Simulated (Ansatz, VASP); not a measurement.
**HfIn4SiO6: VASP beside Ansatz**

The input INCAR:

```
ALGO     = Normal         # electronic algorithm
EDIFF    = 1E-6           # SCF threshold, eV
ENCUT    = 520            # plane-wave cutoff, eV
GGA      = PE             # functional
ISIF     = 2              # what is computed and relaxed
ISMEAR   = -1             # smearing method
LASPH    = T              # aspherical terms in the spheres
LCHARG   = T              # write CHGCAR
LDAU     = T              # DFT+U
LDAUJ    = 0 0 0 0      
LDAUL    = 2 -1 -1 -1     # shell
LDAUPRINT= 1            
LDAUTYPE = 2            
LDAUU    = 6 0 0 0        # U, eV
LELF     = T              # ELF
LMAXMIX  = 4              # l up to which the mixer works
LREAL    = F              # projectors in reciprocal space
LVHAR    = T            
LWAVE    = F              # write WAVECAR
NBANDS   = 63             # bands
NELM     = 150            # most SCF steps
PREC     = Accurate       # precision mode
SIGMA    = 0.05           # smearing width, eV
```

Contents of KPOINTS:

```
k-points
0
Gamma
  4 4 3
```

POSCAR

```
HfIn4SiO6
1.0
    2.7158500000     -4.7035700000      0.0083300000
    2.7158500000      4.7035700000      0.0083300000
   -1.8791500000      0.0000000000      7.4012700000
Hf In Si O
1 4 1 6
Direct
    0.7883500000      0.2116500000      0.0000000000
    0.6217500000      0.3782500000      0.5000000000
    0.4550200000      0.5449800000      0.0000000000
    0.2840700000      0.7159300000      0.5000000000
    0.9581400000      0.0418600000      0.5000000000
    0.1216800000      0.8783200000      0.0000000000
    0.0621900000      0.1141500000      0.8666600000
    0.8858500000      0.9378100000      0.1333400000
    0.7949000000      0.5378400000      0.8666300000
    0.4621600000      0.2051000000      0.1333700000
    0.1535200000      0.6287900000      0.1333300000
    0.3712100000      0.8464800000      0.8666700000
```

input.yaml

```yaml
crystal:
  lattice:
    - [2.71585, -4.70357, 0.00833]
    - [2.71585, 4.70357, 0.00833]
    - [-1.87915, 0.0, 7.40127]
  atoms:
    - { symbol: Hf, position: [0.78835, 0.21165, 0.0] }
    - { symbol: In, position: [0.62175, 0.37825, 0.5] }
    - { symbol: In, position: [0.45502, 0.54498, 0.0] }
    - { symbol: In, position: [0.28407, 0.71593, 0.5] }
    - { symbol: In, position: [0.95814, 0.04186, 0.5] }
    - { symbol: Si, position: [0.12168, 0.87832, 0.0] }
    - { symbol: O, position: [0.06219, 0.11415, 0.86666] }
    - { symbol: O, position: [0.88585, 0.93781, 0.13334] }
    - { symbol: O, position: [0.7949, 0.53784, 0.86663] }
    - { symbol: O, position: [0.46216, 0.2051, 0.13337] }
    - { symbol: O, position: [0.15352, 0.62879, 0.13333] }
    - { symbol: O, position: [0.37121, 0.84648, 0.86667] }
kpoints:
  mp_grid: { grid: [4, 4, 3] }
scf:
  occupations: { method: fermi_dirac, width: 0.05 }
hamiltonian:
  xc: pbe
  pseudopotentials: { kind: all_electron, lapw: { basis_error: 0.002 } }
  hubbard:
    sites: [{ species: Hf, l: d, u_eff: 6 }]
    double_counting: fll
    projectors: ortho-atomic
output:
  forces: true
  stress: true
  eigenvalues: true
  hubbard: {}
```

Alike in both runs: task single point; functional PBE; k mesh 4 × 4 × 3; occupations fermi-dirac, width 0.05 eV; no spin polarisation; Hubbard terms Hf d U = 6.0 eV.

```csv
,VASP,Ansatz
version,VASP 6.6.1,Ansatz 0.2.0
potentials or method,"VASP PAW PBE potentials, release 64 (Hf_pv, In_d, Si, O), cutoff 520 eV","all-electron LAPW, scalar-relativistic"
```

|  | VASP | Ansatz | Ansatz less VASP |
| --- | --- | --- | --- |
| gap on the k mesh at the Fermi level (eV) | none | none | - |
| pressure (GPa) | 1.9 | 1.2 | -0.76 |
| traceless stress, the component that is largest in VASP (GPa) | -0.72 | -0.58 | +0.138 |
| rms of the force components (eV/Å) | 0.195 | 0.123 | -0.0724 |

The programs project onto different local orbitals, so the same U acts differently, and such runs can settle in different states. Atom by atom the forces differ by 0.079 eV/Å (rms over components). A gap of «none» marks a metal or a gap that the smearing closes. Ansatz ran all-electron here, and VASP with PAW potentials.

Neither program's run includes spin-orbit coupling. Noted on Ansatz's run: the k mesh is thin for a metal, which can move the energy by tens of meV per atom; U is the effective U less J, on atomic orbitals that reach past the spheres.
